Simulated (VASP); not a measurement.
# Ag (Fm-3m) in VASP: notebook

The runs below take Ag through single point, relaxation of volume and atoms at fixed shape, with LDA.

Everything below comes from runs of VASP 6.6.1. Logs are shortened: lines on timing, memory, paths and dates and some standing lists are left out, and cuts for length are marked.

## (1) The cell of the first run

It takes space group Fm-3m (No. 225, cubic). The conventional cell has a = 4.000 Å, b = 4.000 Å, c = 4.000 Å, α = 90.00°, β = 90.00°, γ = 90.00°. Within 3.7 Å of Ag (site symmetry m-3m) lie 12 Ag at 2.83 Å.

## (2) Single point, LDA

Input file INCAR:

```
PREC = Accurate
ENCUT = 500
EDIFF = 1E-6
ISMEAR = 0
SIGMA = 0.05
LREAL = F
LASPH = T
NELM = 120
ALGO = Normal
ISIF = 2
LWAVE = F
LCHARG = F
NBANDS = 12
GGA_COMPAT = F
```

Input file KPOINTS:

```
Automatic mesh
0
Gamma
  9 9 9
```

Input file POSCAR:

```
Ag
1.0
    0.0000000000      1.9997870326      1.9997870326
    1.9997870326      0.0000000000      1.9997870326
    1.9997870326      1.9997870326      0.0000000000
Ag
1
Direct
    0.0000000000      0.0000000000      0.0000000000
```

Potentials or basis: VASP PAW LDA potentials, release 64 (Ag).

On the command line:

```bash
> cat potpaw_LDA.64/Ag/POTCAR > POTCAR
> mpirun -np 1 vasp_std > vasp.out
```

OUTCAR:

```text
PREC = Accurate
   ENCUT = 500
   EDIFF = 1E-6
   ISMEAR = 0
   LREAL = F
   LASPH = T
   NELM = 120
   ISIF = 2

 ion  position               nearest neighbor table
   1  0.000  0.000  0.000-

  LATTYP: Found a face centered cubic cell.
 ALAT       =     3.9995740652

  Lattice vectors:

 A1 = (   0.0000000000,   1.9997870326,   1.9997870326)
 A2 = (   1.9997870326,   0.0000000000,   1.9997870326)
 A3 = (   1.9997870326,   1.9997870326,   0.0000000000)

Analysis of symmetry for initial positions (statically):
=====================================================================
 Subroutine PRICEL returns:
 Original cell was already a primitive cell.

 Routine SETGRP: Setting up the symmetry group for a
 face centered cubic supercell.

 Subroutine GETGRP returns: Found 48 space group operations
 (whereof 48 operations were pure point group operations)
 out of a pool of 48 trial point group operations.

The static configuration has the point symmetry O_h .

Analysis of symmetry for dynamics (positions and initial velocities):
=====================================================================
 Subroutine PRICEL returns:
 Original cell was already a primitive cell.

 Routine SETGRP: Setting up the symmetry group for a
 face centered cubic supercell.

 Subroutine GETGRP returns: Found 48 space group operations
 (whereof 48 operations were pure point group operations)
 out of a pool of 48 trial point group operations.

The dynamic configuration has the point symmetry O_h .

 Subroutine INISYM returns: Found 48 space group operations
 (whereof 48 operations are pure point group operations),
 and found     1 'primitive' translations

----------------------------------------------------------------------------------------

                                     Primitive cell

  volume of cell :      15.9949

  direct lattice vectors                    reciprocal lattice vectors
     0.000000000  1.999787033  1.999787033    -0.250026624  0.250026624  0.250026624
     1.999787033  0.000000000  1.999787033     0.250026624 -0.250026624  0.250026624
     1.999787033  1.999787033  0.000000000     0.250026624  0.250026624 -0.250026624

  length of vectors
     2.828125943  2.828125943  2.828125943     0.433058816  0.433058816  0.433058816

  position of ions in fractional coordinates (direct lattice)
     0.000000000  0.000000000  0.000000000

  ion indices of the primitive-cell ions
   primitive index   ion index
                 1           1

----------------------------------------------------------------------------------------

 KPOINTS: Automatic mesh

Automatic generation of k-mesh.
 Grid dimensions read from file:
 generate k-points for:    9    9    9

 Generating k-lattice:

  Cartesian coordinates                     Fractional coordinates (reciprocal lattice)
    -0.027780736  0.027780736  0.027780736     0.111111111  0.000000000  0.000000000
     0.027780736 -0.027780736  0.027780736     0.000000000  0.111111111  0.000000000
     0.027780736  0.027780736 -0.027780736     0.000000000  0.000000000  0.111111111

  Length of vectors
     0.048117646  0.048117646  0.048117646

  Shift w.r.t. Gamma in fractional coordinates (k-lattice)
     0.000000000  0.000000000  0.000000000

 Subroutine IBZKPT returns following result:
 ===========================================

 Found     35 irreducible k-points:

 Following reciprocal coordinates:
            Coordinates               Weight
  0.000000  0.000000  0.000000      1.000000
  0.111111  0.000000  0.000000      8.000000
  0.222222  0.000000  0.000000      8.000000
  0.333333  0.000000  0.000000      8.000000
  0.444444  0.000000  0.000000      8.000000
  0.111111  0.111111  0.000000      6.000000
[... 16 lines left out ...]
 -0.333333  0.333333  0.000000     12.000000
  0.444444  0.444444  0.000000      6.000000
 [... further k-points ...]
   k-points           NKPTS =     35   k-points in BZ     NKDIM =     35   number of bands    NBANDS=     12
   number of dos      NEDOS =    301   number of ions     NIONS =      1
   total plane-waves  NPLWV =  13824
   dimension x,y,z NGX =    24 NGY =   24 NGZ =   24
   dimension x,y,z NGXF=    48 NGYF=   48 NGZF=   48
   ions per type =               1
   NGX,Y,Z   is equivalent  to a cutoff of  14.11, 14.11, 14.11 a.u.
   NGXF,Y,Z  is equivalent  to a cutoff of  28.22, 28.22, 28.22 a.u.
 SYSTEM =  unknown system
   PREC   = accura    normal or accurate (medium, high low for compatibility)
   ISTART =      0    job   : 0-new  1-cont  2-samecut
   ICHARG =      2    charge: 1-file 2-atom 10-const
   ISPIN  =      1    spin polarized calculation?
   LNONCOLLINEAR =      F non collinear calculations
   LSORBIT =      F    spin-orbit coupling
   LASPH  =      T    aspherical Exc in radial PAW
   ENCUT  =  500.0 eV  36.75 Ry    6.06 a.u.   5.16  5.16  5.16*2*pi/ulx,y,z
   NELM   =    120;   NELMIN=  2; NELMDL= -5     # of ELM steps
   EDIFF  = 0.1E-05   stopping-criterion for ELM
   LREAL  =      F    real-space projection
   EDIFFG = 0.1E-04   stopping-criterion for IOM
   NSW    =      0    number of steps for IOM
   IBRION =     -1    ionic relax: 0-MD 1-quasi-New 2-CG
   NFREE  =      0    steps in history (QN), initial steepest desc. (CG)
   ISIF   =      2    stress and relaxation
   ISYM   =      2    0-nonsym 1-usesym 2-fastsym
   POTIM  = 0.5000    time-step for ionic-motion
   TEBEG  =    0.0;   TEEND  =   0.0 temperature during run
   PSTRESS=    0.0 pullay stress
   NELECT =      11.0000    total number of electrons
   NUPDOWN=      -1.0000    fix difference up-down
   EMIN   =  10.00;   EMAX   =-10.00  energy-range for DOS
   EFERMI =   0.00;   METHOD = LEGACY
   ISMEAR =     0;   SIGMA  =   0.05  broadening in eV -4-tet -1-fermi 0-gaus
   EFERMI_NEDOS =   21; number of points for ismear=-14 and -15
   IALGO  =     38    algorithm
   IMIX   =      4    mixing-type and parameters
     AMIX     =   0.40;   BMIX     =  1.00
     AMIX_MAG =   1.60;   BMIX_MAG =  1.00
  volume/ion in A,a.u.               =      15.99       107.94
  Fermi-wavevector in a.u.,A,eV,Ry     =   1.445036  2.730722 28.410718  2.088129
  Thomas-Fermi vector in A             =   2.563263
   LORBIT       =      0    0 simple, 1 ext, 2 COOP (PROOUT), +10 PAW based schemes
   GGA     = CA    functional components
   LHFCALC =     F    Hartree Fock is set to
   AEXX    =    0.0000 exact exchange contribution
   IVDW    =     0    specifies the selected vdW correction
   LEPSILON=     F    determine dielectric tensor
   LRPA    =     F    only Hartree local field effects (RPA)
 non-spin polarized calculation
 Gauss-broadening in eV      SIGMA  =   0.05
  energy-cutoff  :      500.00
  volume of cell :       15.99
 maximum number of plane-waves:       419
 NGX is ok and might be reduce to    24
   NGX = 11   NGY = 11   NGZ = 11

 number of electron      11.0000002 magnetization

 Free energy of the ion-electron system (eV)
  ---------------------------------------------------
  ext. energy  EPLUGINS =         0.00000000
  ---------------------------------------------------
  free energy    TOTEN  =        -3.80246558 eV

  energy without entropy =       -3.80217928  energy(sigma->0) =       -3.80232243

 E-fermi :   9.4084     XC(G=0): -12.9626

 val. band max:        8.9546583118   @ k =   0.4444   0.3333   0.0000
 cond. band min:       9.4626673310   @ k =  -0.4444   0.1111   0.0000
 fundamental gap:      0.5080090192
 Fermi energy:         9.4084279787

 k-point     1 :       0.0000    0.0000    0.0000
  band No.  band energies     occupation
      1       0.7688      2.00000
      2       4.0627      2.00000
      3       4.0627      2.00000
      4       4.0627      2.00000
      5       5.2415      2.00000
      6       5.2415      2.00000
      7      25.2206      0.00000
      8      29.1043      0.00000
      9      29.1043      0.00000
     10      29.1043      0.00000
     11      34.2882      0.00000
     12      35.7238      0.00000

 k-point     2 :       0.1111    0.0000    0.0000
  band No.  band energies     occupation
      1       1.1657      2.00000
      2       3.9740      2.00000
      3       4.1718      2.00000
      4       4.1718      2.00000
      5       5.2047      2.00000
      6       5.2047      2.00000
      7      25.1701      0.00000
      8      26.7999      0.00000
      9      29.3353      0.00000
     10      29.3353      0.00000
     11      33.5738      0.00000
     12      35.0208      0.00000

 k-point     3 :       0.2222    0.0000    0.0000
  band No.  band energies     occupation
      1       2.0701      2.00000
      2       4.0619      2.00000
      3       4.2980      2.00000
      4       4.2980      2.00000
      5       5.2941      2.00000
      6       5.2941      2.00000
      7      21.7776      0.00000
      8      26.0784      0.00000
      9      29.5673      0.00000
     10      29.5673      0.00000
     11      32.4581      0.00000
     12      33.3333      0.00000
[... 286 lines left out ...]
 k-point    23 :      -0.3333    0.3333    0.0000
  band No.  band energies     occupation
      1       2.9708      2.00000
      2       3.6135      2.00000
      3       4.3023      2.00000
      4       5.1812      2.00000
      5       5.8177      2.00000
      6      12.3748      0.00000
      7      15.1547      0.00000
      8      16.9996      0.00000
      9      23.7879      0.00000
     10      26.3685      0.00000
     11      36.1477      0.00000
     12      36.2136      0.00000

 k-point    24 :       0.4444    0.4444    0.0000
  band No.  band energies     occupation
      1       2.2728      2.00000
      2       2.4227      2.00000
      3       6.0811      2.00000
      4       6.2793      2.00000
      5       6.2793      2.00000
      6       9.7842      0.00000
      7      17.2867      0.00000
      8      20.2124      0.00000
      9      20.2124      0.00000
     10      27.0733      0.00000
     11      27.1688      0.00000
     12      39.3007      0.00000

 [... further k-points ...]
[... 5 lines left out ...]
  --------------------------------------------------------------------------------------
  -------------------------------------------------------------------------------------
  Total        0.0194744      0.0194744      0.0194744     -0.0000000      0.0000000     -0.0000000
  in kB        1.9507164      1.9507164      1.9507164     -0.0000000      0.0000000     -0.0000000
  external PRESSURE =       1.9507164 kB  Pullay stress =       0.0000000 kB

 VOLUME and BASIS-vectors are now :
 -----------------------------------------------------------------------------
  energy-cutoff  :      500.00
  volume of cell :       15.99
      direct lattice vectors                 reciprocal lattice vectors
     0.000000000  1.999787033  1.999787033    -0.250026624  0.250026624  0.250026624
     1.999787033  0.000000000  1.999787033     0.250026624 -0.250026624  0.250026624
     1.999787033  1.999787033  0.000000000     0.250026624  0.250026624 -0.250026624

 POSITION                                       TOTAL-FORCE (eV/Angst)
 -----------------------------------------------------------------------------------
      0.00000      0.00000      0.00000        -0.000000     -0.000000      0.000000
 -----------------------------------------------------------------------------------
    total drift:                               -0.000000      0.000000     -0.000000

  FREE ENERGIE OF THE ION-ELECTRON SYSTEM (eV)
  ---------------------------------------------------
  free  energy   TOTEN  =        -3.8024655768 eV

  energy  without entropy=       -3.8021792796  energy(sigma->0) =       -3.80232243
```

Wall time 4.9 s (1 thread of Intel Xeon 6975P-C (Granite Rapids), shared host); peak memory 0.13 GiB.

What came out:

* Free energy: -3.8025 eV
* Pressure: 0.2 GPa
* Band gap on the k mesh: zero (an odd number of electrons rules out a gap without spin polarisation)

Levels at points of the mesh, in eV from the Fermi level:
| k point | band 2 | band 3 | band 4 | band 5 | band 6 | band 7 | band 8 | band 9 | band 10 | band 11 |
| --- | --- | --- | --- | --- | --- | --- | --- | --- | --- | --- |
| (0.00, 0.00, 0.00) | -5.35 | -5.35 | -5.35 | -4.17 | -4.17 | 15.81 | 19.70 | 19.70 | 19.70 | 24.88 |

## (3) Relaxation of volume and atoms at fixed shape, LDA

This run uses another cell than the first one, of 17.05 Å³/atom.

Input file INCAR:

```
  PREC = Accurate
  ENCUT = 500
  EDIFF = 1E-7
  ISMEAR = 0
  SIGMA = 0.05
  LREAL = False
  LASPH = True
  NELM = 120
  ALGO = Normal
  ISIF = 8
  LWAVE = False
  LCHARG = False
  GGA = CA
  IBRION = 2
  NSW = 50
  EDIFFG = -0.01
  GGA_COMPAT = False
  NELMIN = 4
```

KPOINTS is that of step 2.

Input file POSCAR:

```
Ag
1.0
    0.0000000000      2.0427500000      2.0427500000
    2.0427500000      0.0000000000      2.0427500000
    2.0427500000      2.0427500000      0.0000000000
Ag
1
Direct
    0.0000000000      0.0000000000      0.0000000000
```

Potentials or basis: VASP PAW LDA potentials, release 64 (Ag).

On the command line:

```bash
> cat potpaw_LDA.64/Ag/POTCAR > POTCAR
> mpirun -np 1 vasp_std > vasp.out
```

Run time: 10 s. Hardware: 1 thread of Intel Xeon 6975P-C (Granite Rapids), shared host; peak memory 0.13 GiB.

The run converged. Its results:

```yaml
Free_energy: -3.8029 eV
Relaxed_volume: 16.02 Å³/atom
Relaxed_cell: a = 2.830 Å, b = 2.830 Å, c = 2.830 Å, α = 60.00°, β = 60.00°, γ = 60.00°
Space_group_after_relaxing_to_0.1_Å: Fm-3m (No. 225)
Energy_gained_by_relaxing: 25.3 meV/atom
Ionic_steps: 3
Pressure_after_relaxing: -0.1 GPa
Band_gap_on_the_k_mesh: zero (an odd number of electrons rules out a gap without spin polarisation)
```

Step by step:
| step | energy change (eV) | largest force (eV/Å) | pressure (GPa) | volume (Å³) |
| --- | --- | --- | --- | --- |
| 1 | 0.0000 | 0.0000 | -7.30 | 17.05 |
| 2 | -0.0054 | 0.0000 | 8.36 | 15.20 |
| 3 | -0.0253 | 0.0000 | -0.07 | 16.02 |

Final structure:
```cif
data_structure
_symmetry_space_group_name_H-M 'P 1'
_symmetry_Int_Tables_number 1
_cell_length_a 2.8296
_cell_length_b 2.8296
_cell_length_c 2.8296
_cell_angle_alpha 60.000
_cell_angle_beta 60.000
_cell_angle_gamma 60.000
_cell_volume 16.02
loop_
_atom_site_label
_atom_site_type_symbol
_atom_site_fract_x
_atom_site_fract_y
_atom_site_fract_z
_atom_site_occupancy
Ag1 Ag 0.00000 0.00000 0.00000 1
```

Levels at points of the mesh, in eV from the Fermi level:
| k point | band 3 | band 4 | band 5 | band 6 | band 7 | band 8 | band 9 |
| --- | --- | --- | --- | --- | --- | --- | --- |
| (0.00, 0.00, 0.00) | -5.34 | -5.34 | -4.16 | -4.16 | 15.81 | 19.68 | 19.68 |

LDA usually gives volumes a few per cent too small. Zero-point motion and thermal expansion aren't in these numbers.
